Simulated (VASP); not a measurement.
# BiTe (Fm-3m) in VASP: notebook, part 2 of 2

VASP 6.6.1. Earlier steps stand in the parts before.

### 4 Relaxation of cell and atoms, PBEsol, target pressure 12 GPa, at which the enthalpy is minimised

This run uses another cell than the first one, of 28.31 Å³/atom.

INCAR

```
SYSTEM = BiTe
PREC = Accurate
ENCUT = 600
EDIFF = 1E-6
ISMEAR = 0
SIGMA = 0.1
LREAL = .FALSE.
LASPH = .TRUE.
NELM = 100
ALGO = Normal
ISIF = 3
LWAVE = .FALSE.
LCHARG = .FALSE.
GGA = PS
IBRION = 2
NSW = 70
EDIFFG = -0.008
PSTRESS = 120.0
```

KPOINTS

```
Automatic mesh
0
G
  12 12 12
  0 0 0
```

POSCAR

```
BiTe
1.0
    0.0000000000      3.0476839068      3.0476839068
    3.0476839068      0.0000000000      3.0476839068
    3.0476839068      3.0476839068      0.0000000000
Bi Te
1 1
Direct
    0.0000000000      0.0000000000      0.0000000000
    0.5000000000      0.5000000000      0.5000000000
```

Potentials or basis: VASP PAW PBE potentials, release 64 (Bi_d, Te).

Launch:

```console
$ cat potpaw_PBE.64/Bi_d/POTCAR potpaw_PBE.64/Te/POTCAR > POTCAR
$ mpirun -np 1 vasp_std > vasp.out
```

OUTCAR:

```text
SYSTEM = BiTe
   PREC = Accurate
   ENCUT = 600
   EDIFF = 1E-6
   ISMEAR = 0
   LREAL = .FALSE.
   LASPH = .TRUE.
   NELM = 100
   ISIF = 3
   GGA = PS
   IBRION = 2
   NSW = 70
   EDIFFG = -0.008
   PSTRESS = 120.0

 ion  position               nearest neighbor table
   1  0.000  0.000  0.000-   2 3.05   2 3.05   2 3.05   2 3.05   2 3.05   2 3.05
   2  0.500  0.500  0.500-   1 3.05   1 3.05   1 3.05   1 3.05   1 3.05   1 3.05

  LATTYP: Found a face centered cubic cell.
 ALAT       =     6.0953678136

  Lattice vectors:

 A1 = (   0.0000000000,   3.0476839068,   3.0476839068)
 A2 = (   3.0476839068,   0.0000000000,   3.0476839068)
 A3 = (   3.0476839068,   3.0476839068,   0.0000000000)

Analysis of symmetry for initial positions (statically):
=====================================================================
 Subroutine PRICEL returns:
 Original cell was already a primitive cell.

 Routine SETGRP: Setting up the symmetry group for a
 face centered cubic supercell.

 Subroutine GETGRP returns: Found 48 space group operations
 (whereof 48 operations were pure point group operations)
 out of a pool of 48 trial point group operations.

The static configuration has the point symmetry O_h .

Analysis of symmetry for dynamics (positions and initial velocities):
=====================================================================
 Subroutine PRICEL returns:
 Original cell was already a primitive cell.

 Routine SETGRP: Setting up the symmetry group for a
 face centered cubic supercell.

 Subroutine GETGRP returns: Found 48 space group operations
 (whereof 48 operations were pure point group operations)
 out of a pool of 48 trial point group operations.

The dynamic configuration has the point symmetry O_h .

 Subroutine INISYM returns: Found 48 space group operations
 (whereof 48 operations are pure point group operations),
 and found     1 'primitive' translations

----------------------------------------------------------------------------------------

                                     Primitive cell

  volume of cell :      56.6161

  direct lattice vectors                    reciprocal lattice vectors
     0.000000000  3.047683907  3.047683907    -0.164059009  0.164059009  0.164059009
     3.047683907  0.000000000  3.047683907     0.164059009 -0.164059009  0.164059009
     3.047683907  3.047683907  0.000000000     0.164059009  0.164059009 -0.164059009

  length of vectors
     4.310075915  4.310075915  4.310075915     0.284158538  0.284158538  0.284158538

  position of ions in fractional coordinates (direct lattice)
     0.000000000  0.000000000  0.000000000
     0.500000000  0.500000000  0.500000000

  ion indices of the primitive-cell ions
   primitive index   ion index
                 1           1
                 2           2

----------------------------------------------------------------------------------------

 KPOINTS: Automatic mesh

Automatic generation of k-mesh.
 Grid dimensions read from file:
 generate k-points for:   12   12   12

 Generating k-lattice:

  Cartesian coordinates                     Fractional coordinates (reciprocal lattice)
    -0.013671584  0.013671584  0.013671584     0.083333333  0.000000000  0.000000000
     0.013671584 -0.013671584  0.013671584     0.000000000  0.083333333  0.000000000
[... 51 lines left out ...]
   ICHARG =      2    charge: 1-file 2-atom 10-const
   ISPIN  =      1    spin polarized calculation?
   LNONCOLLINEAR =      F non collinear calculations
   LSORBIT =      F    spin-orbit coupling
   LASPH  =      T    aspherical Exc in radial PAW
   ENCUT  =  600.0 eV  44.10 Ry    6.64 a.u.   8.61  8.61  8.61*2*pi/ulx,y,z
   NELM   =    100;   NELMIN=  2; NELMDL= -5     # of ELM steps
   EDIFF  = 0.1E-05   stopping-criterion for ELM
   LREAL  =      F    real-space projection
   EDIFFG = -.8E-02   stopping-criterion for IOM
   NSW    =     70    number of steps for IOM
   IBRION =      2    ionic relax: 0-MD 1-quasi-New 2-CG
   NFREE  =      1    steps in history (QN), initial steepest desc. (CG)
   ISIF   =      3    stress and relaxation
   ISYM   =      2    0-nonsym 1-usesym 2-fastsym
   POTIM  = 0.5000    time-step for ionic-motion
   TEBEG  =    0.0;   TEEND  =   0.0 temperature during run
   PSTRESS=  120.0 pullay stress
   NELECT =      21.0000    total number of electrons
   NUPDOWN=      -1.0000    fix difference up-down
   EMIN   =  10.00;   EMAX   =-10.00  energy-range for DOS
   EFERMI =   0.00;   METHOD = LEGACY
   ISMEAR =     0;   SIGMA  =   0.10  broadening in eV -4-tet -1-fermi 0-gaus
   EFERMI_NEDOS =   21; number of points for ismear=-14 and -15
   IALGO  =     38    algorithm
   IMIX   =      4    mixing-type and parameters
     AMIX     =   0.40;   BMIX     =  1.00
     AMIX_MAG =   1.60;   BMIX_MAG =  1.00
  volume/ion in A,a.u.               =      28.31       191.03
  Fermi-wavevector in a.u.,A,eV,Ry     =   1.176255  2.222799 18.824680  1.383575
  Thomas-Fermi vector in A             =   2.312622
   LORBIT       =      0    0 simple, 1 ext, 2 COOP (PROOUT), +10 PAW based schemes
   GGA     = PS    functional components
   LHFCALC =     F    Hartree Fock is set to
   AEXX    =    0.0000 exact exchange contribution
   IVDW    =     0    specifies the selected vdW correction
   LEPSILON=     F    determine dielectric tensor
   LRPA    =     F    only Hartree local field effects (RPA)
 conjugate gradient relaxation of ions
 non-spin polarized calculation
 Gauss-broadening in eV      SIGMA  =   0.10
  energy-cutoff  :      600.00
  volume of cell :       56.62
 maximum number of plane-waves:      1917
   NGX = 17   NGY = 17   NGZ = 17

--------------------------------------- Ionic step        1  -------------------------------------------

 number of electron      21.0000002 magnetization

 Free energy of the ion-electron system (eV)
  ---------------------------------------------------
  ext. energy  EPLUGINS =         0.00000000
  ---------------------------------------------------
  free energy    TOTEN  =        -7.73147469 eV

  energy without entropy =       -7.72563212  energy(sigma->0) =       -7.72855341

------------------------ aborting loop because EDIFF is reached ----------------------------------------

  FORCE on cell =-STRESS in cart. coord.  units (eV):
  Direction    XX          YY          ZZ          XY          YZ          ZX
  --------------------------------------------------------------------------------------
  -------------------------------------------------------------------------------------
  Total        3.8657215      3.8657215      3.8657215      0.0000000      0.0000000     -0.0000000
  in kB      109.3959840    109.3959840    109.3959840      0.0000000      0.0000000     -0.0000000
  external PRESSURE =     -10.6040160 kB  Pullay stress =     120.0000000 kB
[... 63 lines left out ...]
--------------------------------------- Ionic step        3  -------------------------------------------

 number of electron      21.0000002 magnetization

 Free energy of the ion-electron system (eV)
  ---------------------------------------------------
  ext. energy  EPLUGINS =         0.00000000
  ---------------------------------------------------
  free energy    TOTEN  =        -7.68908853 eV

  energy without entropy =       -7.68315016  energy(sigma->0) =       -7.68611935

 E-fermi :   8.9907     XC(G=0): -10.4565

 val. band max:        8.9891848217   @ k =  -0.3333   0.1667   0.0000
 cond. band min:       9.0286854385   @ k =   0.4167   0.1667   0.0833
 fundamental gap:      0.0395006168
 Fermi energy:         8.9906608593

 k-point     1 :       0.0000    0.0000    0.0000
  band No.  band energies     occupation
      1     -14.2105      2.00000
      2     -14.2105      2.00000
      3     -14.1909      2.00000
      4     -14.1909      2.00000
      5     -14.1909      2.00000
      6      -6.0269      2.00000
      7       1.6827      2.00000
      8       5.9317      2.00000
      9       5.9317      2.00000
     10       5.9317      2.00000
     11      11.5455      0.00000
     12      11.5455      0.00000
     13      11.5455      0.00000
     14      13.3304      0.00000
[... 377 lines left out ...]
      1     -14.2272      2.00000
      2     -14.2194      2.00000
      3     -14.1854      2.00000
      4     -14.1777      2.00000
      5     -14.1746      2.00000
      6      -3.4266      2.00000
      7      -2.7861      2.00000
      8       4.2924      2.00000
      9       5.8742      2.00000
     10       6.2466      2.00000
     11       9.1717      0.01046
     12       9.4074      0.00000
     13      11.3688      0.00000
     14      15.1134      0.00000

 [... further k-points ...]

------------------------ aborting loop because EDIFF is reached ----------------------------------------

  FORCE on cell =-STRESS in cart. coord.  units (eV):
  Direction    XX          YY          ZZ          XY          YZ          ZX
  --------------------------------------------------------------------------------------
  -------------------------------------------------------------------------------------
  Total        4.1954811      4.1954811      4.1954811     -0.0000000      0.0000000     -0.0000000
  in kB      119.9845961    119.9845961    119.9845961     -0.0000000      0.0000000     -0.0000000
  external PRESSURE =      -0.0154039 kB  Pullay stress =     120.0000000 kB
[... 21 lines left out ...]
  energy  without entropy=       -7.6831501623  energy(sigma->0) =       -7.68611935

  enthalpy is  TOTEN    =        -3.4930687575 eV   P V=        4.1960197753

 reached required accuracy - stopping structural energy minimisation
```

OSZICAR:

```text
N       E                     dE             d eps       ncg     rms          rms(c)
DAV:   1     0.166578596505E+03    0.16658E+03   -0.11140E+04  2016   0.167E+03
DAV:   2     0.462893825224E+01   -0.16195E+03   -0.15964E+03  2100   0.403E+02
[... 21 lines left out ...]
DAV:   1    -0.774220734247E+01   -0.12782E+00   -0.15301E+00  2526   0.217E+01    0.135E+00
DAV:   2    -0.769826234044E+01    0.43945E-01   -0.81879E-02  2448   0.527E+00    0.532E-01
DAV:   3    -0.768902673796E+01    0.92356E-02   -0.34373E-02  2566   0.302E+00    0.741E-02
DAV:   4    -0.768906914435E+01   -0.42406E-04   -0.94324E-04  2088   0.293E-01    0.132E-01
DAV:   5    -0.768910005942E+01   -0.30915E-04   -0.25775E-04  2728   0.235E-01    0.317E-02
DAV:   6    -0.768908782493E+01    0.12234E-04   -0.38841E-05  2568   0.107E-01    0.102E-02
DAV:   7    -0.768908853276E+01   -0.70784E-06   -0.23224E-06  1238   0.230E-02
   3 F= -.34930688E+01 E0= -.34900996E+01  d E =-.202920E-02
```

It took 3.9 min on 1 thread of Intel Xeon 8259CL, shared host; peak memory 0.26 GiB.

Results:

```
Free energy                                                : -7.6891 eV
Relaxed volume                                             : 28.01 Å³/atom
Relaxed cell                                               : a = 4.295 Å, b = 4.295 Å, c = 4.295 Å, α = 60.00°, β = 60.00°, γ = 60.00°
Space group after relaxing (to 0.1 Å)                      : Fm-3m (No. 225)
Energy change on relaxing (the run minimises the enthalpy) : +21.2 meV/atom
Ionic steps                                                : 3
Pressure after relaxing                                    : 12.0 GPa
Band gap on the k mesh                                     : zero (an odd number of electrons rules out a gap without spin polarisation)
```

Step by step:
| step | energy change (eV) | largest force (eV/Å) | pressure (GPa) | volume (Å³) |
| --- | --- | --- | --- | --- |
| 1 | 0.0000 | 0.0000 | 10.94 | 56.62 |
| 2 | 0.1171 | 0.0000 | 13.82 | 55.09 |
| 3 | 0.0424 | 0.0000 | 12.00 | 56.02 |

Final structure:
```cif
data_structure
_symmetry_space_group_name_H-M 'P 1'
_symmetry_Int_Tables_number 1
_cell_length_a 4.2950
_cell_length_b 4.2950
_cell_length_c 4.2950
_cell_angle_alpha 60.000
_cell_angle_beta 60.000
_cell_angle_gamma 60.000
_cell_volume 56.02
loop_
_atom_site_label
_atom_site_type_symbol
_atom_site_fract_x
_atom_site_fract_y
_atom_site_fract_z
_atom_site_occupancy
Bi1 Bi 0.00000 0.00000 0.00000 1
Te1 Te 0.50000 0.50000 0.50000 1
```

Caveat: the cell is relaxed towards a set pressure, so the run minimises the enthalpy, not the energy; the PAW data sets were made with another functional, which shifts forces and pressure a little; spin-orbit coupling is left out, which moves the levels of the heavy elements; an odd number of electrons without spin polarisation forces a metal; a magnetic or distorted state may lie lower.

### 5 The runs side by side

```tsv
cell	gap on the mesh (eV)	pressure (GPa)
relaxed to 50 GPa from a = 4.042 Å, angles 60.0°, 2 atoms	none	50.0
relaxed to 25 GPa from a = 4.182 Å, angles 60.0°, 2 atoms	none	25.0
relaxed to 12 GPa from a = 4.310 Å, angles 60.0°, 2 atoms	none	12.0
```

Alike in all rows: task relaxation of cell and atoms; level PBEsol; potentials or basis VASP PAW PBE potentials, release 64 (Bi_d, Te); no spin polarisation; k mesh 12 × 12 × 12; cutoff (eV) 600; smearing gaussian 0.1 eV.

Caveats: the cell is relaxed towards a set pressure, so the run minimises the enthalpy, not the energy; the PAW data sets were made with another functional, which shifts forces and pressure a little; spin-orbit coupling is left out, which moves the levels of the heavy elements; an odd number of electrons without spin polarisation forces a metal; a magnetic or distorted state may lie lower.

Total energies depend on the potentials used, so only differences within one code and one set of settings carry meaning.

The gap in the log of VASP goes by the Fermi energy; the results here count the filled bands.